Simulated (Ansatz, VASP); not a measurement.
Rh: VASP beside Ansatz

```
Rh
1.0
     2.58860    0.00000    0.00000
    -1.29430    2.24179    0.00000
     0.00000    0.00000    4.73590
Rh
2
Cartesian
  1.2943 0.7473 3.5519
  0.0000 1.4945 1.1840
```

Alike in both runs: task single point; functional PBE; k mesh 18 × 18 × 10; occupations gaussian, width 0.15 eV; no spin polarisation.

```csv
,VASP,Ansatz
version,VASP 6.6.1,Ansatz 0.2.0
potentials or method,"VASP PAW PBE potentials, release 64 (Rh_pv), cutoff 520 eV","scalar-relativistic, plane waves, PAW"
valence electrons in the cell,30,34
```

Ansatz gave:

* gap on the k mesh at the Fermi level (eV): none
* pressure (GPa): 11.7
* traceless stress, the component that is largest in VASP (GPa): -25.72

Task: Estimate VASP's values.

Result: gap on the k mesh at the Fermi level (eV): none; pressure (GPa): 11.7; traceless stress, the component that is largest in VASP (GPa): -25.70.

A gap of «none» marks a metal or a gap that the smearing closes. The functional is the same, so the differences come from potentials, cutoffs and numerics. VASP's potentials hold 30 valence electrons a cell and Ansatz's 34, so a difference there can come from the potentials and not from the codes.
